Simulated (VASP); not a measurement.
# TiAl (P-6m2) in VASP: notebook, part 2 of 2

VASP 6.6.1. Earlier steps stand in the parts before.

## Step 5: Single point, PBE

This run uses another cell than the first one, of 16.71 Å³/atom.

Contents of INCAR:

```
SYSTEM = TiAl
PREC = Accurate
ENCUT = 520
EDIFF = 1E-6
ISMEAR = 0
SIGMA = 0.15
LREAL = .FALSE.
LASPH = .TRUE.
NELM = 100
ALGO = Normal
ISIF = 2
LWAVE = .FALSE.
LCHARG = .FALSE.
GGA = PE
NBANDS = 14
```

Contents of KPOINTS:

```
Automatic mesh
0
G
  18 18 10
  0 0 0
```

Contents of POSCAR:

```
TiAl
1.0
    2.8809683428      0.0000000000      0.0000000000
   -1.4404841714      2.4949917724      0.0000000000
    0.0000000000      0.0000000000      4.6484095146
Ti Al
1 1
Direct
    0.0000000000      0.0000000000      0.0000000000
    0.3333333333      0.6666666667      0.5000000000
```

Potentials or basis: VASP PAW PBE potentials, release 64 (Ti_sv, Al).

Started as:

```bash
$ cat potpaw_PBE.64/Ti_sv/POTCAR potpaw_PBE.64/Al/POTCAR > POTCAR
$ mpirun -np 1 vasp_std > vasp.out
```

OUTCAR:

```text
SYSTEM = TiAl
   PREC = Accurate
   ENCUT = 520
   EDIFF = 1E-6
   ISMEAR = 0
   LREAL = .FALSE.
   LASPH = .TRUE.
   NELM = 100
   ISIF = 2
   GGA = PE

 ion  position               nearest neighbor table
   1  0.000  0.000  0.000-   2 2.86   2 2.86   2 2.86   2 2.86   2 2.86   2 2.86
   2  0.333  0.667  0.500-   1 2.86   1 2.86   1 2.86   1 2.86   1 2.86   1 2.86

  LATTYP: Found a hexagonal cell.
 ALAT       =     2.8809683428
 C/A-ratio  =     1.6134885780

  Lattice vectors:

 A1 = (   2.8809683428,   0.0000000000,   0.0000000000)
 A2 = (  -1.4404841714,   2.4949917724,   0.0000000000)
 A3 = (   0.0000000000,   0.0000000000,   4.6484095146)

Analysis of symmetry for initial positions (statically):
=====================================================================
 Subroutine PRICEL returns:
 Original cell was already a primitive cell.

 Routine SETGRP: Setting up the symmetry group for a
 hexagonal supercell.

 Subroutine GETGRP returns: Found 12 space group operations
 (whereof 12 operations were pure point group operations)
 out of a pool of 24 trial point group operations.

The static configuration has the point symmetry D_3h.

Analysis of symmetry for dynamics (positions and initial velocities):
=====================================================================
 Subroutine PRICEL returns:
 Original cell was already a primitive cell.

 Routine SETGRP: Setting up the symmetry group for a
 hexagonal supercell.

 Subroutine GETGRP returns: Found 12 space group operations
 (whereof 12 operations were pure point group operations)
 out of a pool of 24 trial point group operations.

The dynamic configuration has the point symmetry D_3h.

 Subroutine INISYM returns: Found 12 space group operations
 (whereof 12 operations are pure point group operations),
 and found     1 'primitive' translations

----------------------------------------------------------------------------------------

                                     Primitive cell

  volume of cell :      33.4127

  direct lattice vectors                    reciprocal lattice vectors
     2.880968343  0.000000000  0.000000000     0.347105515  0.200401462  0.000000000
    -1.440484171  2.494991772  0.000000000     0.000000000  0.400802925  0.000000000
     0.000000000  0.000000000  4.648409515     0.000000000  0.000000000  0.215127346

  length of vectors
     2.880968343  2.880968343  4.648409515     0.400802925  0.400802925  0.215127346

  position of ions in fractional coordinates (direct lattice)
     0.000000000  0.000000000  0.000000000
     0.333333333  0.666666667  0.500000000

  ion indices of the primitive-cell ions
   primitive index   ion index
                 1           1
                 2           2

----------------------------------------------------------------------------------------

 KPOINTS: Automatic mesh

Automatic generation of k-mesh.
 Grid dimensions read from file:
 generate k-points for:   18   18   10

 Generating k-lattice:

  Cartesian coordinates                     Fractional coordinates (reciprocal lattice)
     0.019283640  0.011133415  0.000000000     0.055555556  0.000000000  0.000000000
[... 42 lines left out ...]
   number of dos      NEDOS =    301   number of ions     NIONS =      2
   total plane-waves  NPLWV =  20736
   dimension x,y,z NGX =    24 NGY =   24 NGZ =   36
   dimension x,y,z NGXF=    48 NGYF=   48 NGZF=   72
   ions per type =               1   1
   NGX,Y,Z   is equivalent  to a cutoff of  13.85, 13.85, 12.88 a.u.
   NGXF,Y,Z  is equivalent  to a cutoff of  27.70, 27.70, 25.75 a.u.
 SYSTEM =  TiAl
   PREC   = accura    normal or accurate (medium, high low for compatibility)
   ISTART =      0    job   : 0-new  1-cont  2-samecut
   ICHARG =      2    charge: 1-file 2-atom 10-const
   ISPIN  =      1    spin polarized calculation?
   LNONCOLLINEAR =      F non collinear calculations
   LSORBIT =      F    spin-orbit coupling
   LASPH  =      T    aspherical Exc in radial PAW
   ENCUT  =  520.0 eV  38.22 Ry    6.18 a.u.   5.36  5.36  8.64*2*pi/ulx,y,z
   NELM   =    100;   NELMIN=  2; NELMDL= -5     # of ELM steps
   EDIFF  = 0.1E-05   stopping-criterion for ELM
   LREAL  =      F    real-space projection
   EDIFFG = 0.1E-04   stopping-criterion for IOM
   NSW    =      0    number of steps for IOM
   IBRION =     -1    ionic relax: 0-MD 1-quasi-New 2-CG
   NFREE  =      0    steps in history (QN), initial steepest desc. (CG)
   ISIF   =      2    stress and relaxation
   ISYM   =      2    0-nonsym 1-usesym 2-fastsym
   POTIM  = 0.5000    time-step for ionic-motion
   TEBEG  =    0.0;   TEEND  =   0.0 temperature during run
   PSTRESS=    0.0 pullay stress
   NELECT =      15.0000    total number of electrons
   NUPDOWN=      -1.0000    fix difference up-down
   EMIN   =  10.00;   EMAX   =-10.00  energy-range for DOS
   EFERMI =   0.00;   METHOD = LEGACY
   ISMEAR =     0;   SIGMA  =   0.15  broadening in eV -4-tet -1-fermi 0-gaus
   EFERMI_NEDOS =   21; number of points for ismear=-14 and -15
   IALGO  =     38    algorithm
   IMIX   =      4    mixing-type and parameters
     AMIX     =   0.40;   BMIX     =  1.00
     AMIX_MAG =   1.60;   BMIX_MAG =  1.00
  volume/ion in A,a.u.               =      16.71       112.74
  Fermi-wavevector in a.u.,A,eV,Ry     =   1.253530  2.368827 21.379330  1.571336
  Thomas-Fermi vector in A             =   2.387378
   LORBIT       =      0    0 simple, 1 ext, 2 COOP (PROOUT), +10 PAW based schemes
   GGA     = PE    functional components
   LHFCALC =     F    Hartree Fock is set to
   AEXX    =    0.0000 exact exchange contribution
   IVDW    =     0    specifies the selected vdW correction
   LEPSILON=     F    determine dielectric tensor
   LRPA    =     F    only Hartree local field effects (RPA)
 non-spin polarized calculation
 Gauss-broadening in eV      SIGMA  =   0.15
  energy-cutoff  :      520.00
  volume of cell :       33.41
 maximum number of plane-waves:       923
 NGX is ok and might be reduce to    24
   NGX = 11   NGY = 11   NGZ = 17

 number of electron      15.0000001 magnetization

 Free energy of the ion-electron system (eV)
  ---------------------------------------------------
  ext. energy  EPLUGINS =         0.00000000
  ---------------------------------------------------
  free energy    TOTEN  =       -12.09820201 eV

  energy without entropy =      -12.06963219  energy(sigma->0) =      -12.08391710

 E-fermi :   7.8251     XC(G=0): -10.9193

 val. band max:        7.8250587481   @ k =   0.2778   0.1111   0.3000
 cond. band min:       7.8263594768   @ k =   0.1667   0.0000   0.5000
 fundamental gap:      0.0013007287
 Fermi energy:         7.8250717001

 k-point     1 :       0.0000    0.0000    0.0000
  band No.  band energies     occupation
      1     -48.7152      2.00000
      2     -25.0337      2.00000
      3     -24.6306      2.00000
      4     -24.6306      2.00000
      5      -1.0683      2.00000
      6       5.5768      2.00000
      7       6.0776      2.00000
      8       9.0899      0.00000
      9       9.0899      0.00000
     10      10.5466      0.00000
     11      10.5466      0.00000
     12      11.8296      0.00000
     13      20.5785      0.00000
     14      20.5785      0.00000
[... 377 lines left out ...]
      1     -48.6256      2.00000
      2     -25.1443      2.00000
      3     -24.9444      2.00000
      4     -24.7939      2.00000
      5       3.6058      2.00000
      6       5.8432      2.00000
      7       6.4482      2.00000
      8       7.0746      2.00000
      9       9.3918      0.00000
     10      10.8850      0.00000
     11      11.8337      0.00000
     12      12.4898      0.00000
     13      13.3183      0.00000
     14      14.2593      0.00000

 [... further k-points ...]

------------------------ aborting loop because EDIFF is reached ----------------------------------------

  FORCE on cell =-STRESS in cart. coord.  units (eV):
  Direction    XX          YY          ZZ          XY          YZ          ZX
  --------------------------------------------------------------------------------------
  -------------------------------------------------------------------------------------
  Total        0.0042135      0.0042135     -0.0082738      0.0000000      0.0000000      0.0000000
  in kB        0.2020398      0.2020398     -0.3967373      0.0000000      0.0000000      0.0000000
  external PRESSURE =       0.0024474 kB  Pullay stress =       0.0000000 kB

 VOLUME and BASIS-vectors are now :
 -----------------------------------------------------------------------------
  energy-cutoff  :      520.00
  volume of cell :       33.41
      direct lattice vectors                 reciprocal lattice vectors
     2.880968343  0.000000000  0.000000000     0.347105515  0.200401462  0.000000000
    -1.440484171  2.494991772  0.000000000     0.000000000  0.400802925  0.000000000
     0.000000000  0.000000000  4.648409515     0.000000000  0.000000000  0.215127346

 POSITION                                       TOTAL-FORCE (eV/Angst)
 -----------------------------------------------------------------------------------
      0.00000      0.00000      0.00000         0.000000      0.000000      0.000000
     -0.00000      1.66333      2.32420        -0.000000      0.000000      0.000000
 -----------------------------------------------------------------------------------
    total drift:                                0.000000     -0.000000      0.000000

  FREE ENERGIE OF THE ION-ELECTRON SYSTEM (eV)
  ---------------------------------------------------
  free  energy   TOTEN  =       -12.0982020066 eV

  energy  without entropy=      -12.0696321879  energy(sigma->0) =      -12.08391710
```

stdout:

```text
POSCAR found type information on POSCAR TiAl
 POSCAR found :  2 types and       2 ions
 scaLAPACK will be used
 LDA part: xc-table for (Slater+PW92), standard interpolation
 POSCAR, INCAR and KPOINTS ok, starting setup
 FFT: planning ... GRIDC
 FFT: planning ... GRID_SOFT
 FFT: planning ... GRID
 WAVECAR not read
 entering main loop
```

Wall time 2.8 min (1 thread of AMD EPYC 7R13, shared host); peak memory 0.21 GiB.

What came out:

```
Free energy            : -12.0982 eV
Pressure               : 0.0 GPa
Band gap on the k mesh : zero (an odd number of electrons rules out a gap without spin polarisation)
```

## Step 6: Single point, PBE

This run uses another cell than the first one, of 14.63 Å³/atom.

Contents of INCAR:

```
  ALGO = Normal
  EDIFF = 1E-6
  ENCUT = 520
  GGA = PE
  ISIF = 2
  ISMEAR = 0
  LASPH = T
  LCHARG = T
  LELF = T
  LREAL = F
  LVHAR = T
  LWAVE = F
  NBANDS = 14
  NELM = 100
  PREC = Accurate
  SIGMA = 0.15
```

Contents of KPOINTS:

```
k-points
0
Gamma
  18 18 10
```

Contents of POSCAR:

```
TiAl
1.0
    2.7369000000      0.0000000000      0.0000000000
   -1.3684500000      2.3702249276      0.0000000000
    0.0000000000      0.0000000000      4.5090000000
Ti Al
1 1
Direct
    0.0000000000      0.0000000000      0.0000000000
    0.3333333333      0.6666666667      0.5000000000
```

Potentials or basis: VASP PAW PBE potentials, release 64 (Ti_sv, Al).

Started as:

```bash
$ cat potpaw_PBE.64/Ti_sv/POTCAR potpaw_PBE.64/Al/POTCAR > POTCAR
$ mpirun -np 1 vasp_std > vasp.out
```

OUTCAR:

```text
EDIFF = 1E-6
   ENCUT = 520
   GGA = PE
   ISIF = 2
   ISMEAR = 0
   LASPH = T
   LREAL = F
   NELM = 100
   PREC = Accurate

 ion  position               nearest neighbor table
   1  0.000  0.000  0.000-   2 2.75   2 2.75   2 2.75   2 2.75   2 2.75   2 2.75
   2  0.333  0.667  0.500-   1 2.75   1 2.75   1 2.75   1 2.75   1 2.75   1 2.75

  LATTYP: Found a hexagonal cell.
 ALAT       =     2.7369000000
 C/A-ratio  =     1.6474843801

  Lattice vectors:

[... 593 lines left out ...]
 [... further k-points ...]

------------------------ aborting loop because EDIFF is reached ----------------------------------------

  FORCE on cell =-STRESS in cart. coord.  units (eV):
  Direction    XX          YY          ZZ          XY          YZ          ZX
  --------------------------------------------------------------------------------------
  -------------------------------------------------------------------------------------
  Total        3.2749110      3.2749110      3.1505243      0.0000000      0.0000000      0.0000000
  in kB      179.3830325    179.3830325    172.5697553      0.0000000      0.0000000      0.0000000
  external PRESSURE =     177.1119401 kB  Pullay stress =       0.0000000 kB

 VOLUME and BASIS-vectors are now :
 -----------------------------------------------------------------------------
  energy-cutoff  :      520.00
  volume of cell :       29.25
      direct lattice vectors                 reciprocal lattice vectors
     2.736900000  0.000000000  0.000000000     0.365376886  0.210950444  0.000000000
    -1.368450000  2.370224928  0.000000000     0.000000000  0.421900887  0.000000000
     0.000000000  0.000000000  4.509000000     0.000000000  0.000000000  0.221778665

 POSITION                                       TOTAL-FORCE (eV/Angst)
 -----------------------------------------------------------------------------------
      0.00000      0.00000      0.00000        -0.000000     -0.000000      0.000000
     -0.00000      1.58015      2.25450         0.000000      0.000000      0.000000
 -----------------------------------------------------------------------------------
    total drift:                                0.000000     -0.000000      0.000000

  FREE ENERGIE OF THE ION-ELECTRON SYSTEM (eV)
  ---------------------------------------------------
  free  energy   TOTEN  =       -11.8897566286 eV

  energy  without entropy=      -11.8652035990  energy(sigma->0) =      -11.87748011
```

OSZICAR:

```text
N       E                     dE             d eps       ncg     rms          rms(c)
DAV:   1     0.100599688284E+03    0.10060E+03   -0.71207E+03  6216   0.111E+03
DAV:   2    -0.743396651712E+01   -0.10803E+03   -0.10349E+03  6444   0.303E+02
DAV:   3    -0.129837740761E+02   -0.55498E+01   -0.54261E+01  9266   0.659E+01
DAV:   4    -0.131401793275E+02   -0.15641E+00   -0.15620E+00  6988   0.996E+00
DAV:   5    -0.131460858686E+02   -0.59065E-02   -0.59061E-02  9258   0.179E+00    0.103E+01
DAV:   6    -0.121000506281E+02    0.10460E+01   -0.47353E+00  7096   0.283E+01    0.374E+00
DAV:   7    -0.119012611736E+02    0.19879E+00   -0.53901E-01  6876   0.867E+00    0.248E+00
DAV:   8    -0.118908421551E+02    0.10419E-01   -0.14362E-01  7308   0.439E+00    0.740E-01
DAV:   9    -0.118905974306E+02    0.24472E-03   -0.32303E-02  6958   0.261E+00    0.366E-01
DAV:  10    -0.118897321411E+02    0.86529E-03   -0.47613E-03  7122   0.899E-01    0.642E-02
DAV:  11    -0.118897660378E+02   -0.33897E-04   -0.45352E-04  8124   0.198E-01    0.478E-02
DAV:  12    -0.118897609801E+02    0.50577E-05   -0.18998E-05  7228   0.414E-02    0.276E-02
DAV:  13    -0.118897565380E+02    0.44421E-05   -0.74759E-06  7146   0.327E-02    0.489E-03
DAV:  14    -0.118897566286E+02   -0.90586E-07   -0.35829E-07  3712   0.700E-03
   1 F= -.11889757E+02 E0= -.11877480E+02  d E =-.245530E-01
```

stdout:

```text
POSCAR found type information on POSCAR TiAl
 POSCAR found :  2 types and       2 ions
 scaLAPACK will be used
 LDA part: xc-table for (Slater+PW92), standard interpolation
 POSCAR, INCAR and KPOINTS ok, starting setup
 FFT: planning ... GRIDC
 FFT: planning ... GRID_SOFT
 FFT: planning ... GRID
 WAVECAR not read
 entering main loop
```

Wall time 78 s (1 thread of Intel Xeon 8259CL, shared host); peak memory 0.21 GiB.

Results:

```yaml
Free_energy: -11.8898 eV
Pressure: 17.7 GPa
Band_gap_on_the_k_mesh: zero (an odd number of electrons rules out a gap without spin polarisation)
```

Caveat: the cell stands under pressure.

## Step 7: Summary

| cell | gap on the mesh (eV) | pressure (GPa) |
| --- | --- | --- |
| a = 2.989, b = 2.989, c = 4.277 Å, angles 90.0, 90.0, 120.0°, 2 atoms | none | 3.4 |
| a = 2.953, b = 2.953, c = 4.370 Å, angles 90.0, 90.0, 120.0°, 2 atoms | none | 2.9 |
| a = 2.917, b = 2.917, c = 4.509 Å, angles 90.0, 90.0, 120.0°, 2 atoms | none | 1.2 |
| a = 2.881, b = 2.881, c = 4.648 Å, angles 90.0, 90.0, 120.0°, 2 atoms | none | 0.0 |
| a = 2.737, b = 2.737, c = 4.509 Å, angles 90.0, 90.0, 120.0°, 2 atoms | none | 17.7 |

Alike in all rows: task single point; level PBE; potentials or basis VASP PAW PBE potentials, release 64 (Ti_sv, Al); no spin polarisation; k mesh 18 × 18 × 10; cutoff (eV) 520; smearing gaussian 0.15 eV.

Caveats: the stress differs along the axes, from -2 to 13 GPa (at least some runs); the stress differs along the axes, from -1 to 10 GPa (at least some runs); the stress differs along the axes, from -1 to 5 GPa (at least some runs); the cell stands under pressure (at least some runs).

Absolute energies hang on the potentials; compare differences alone.
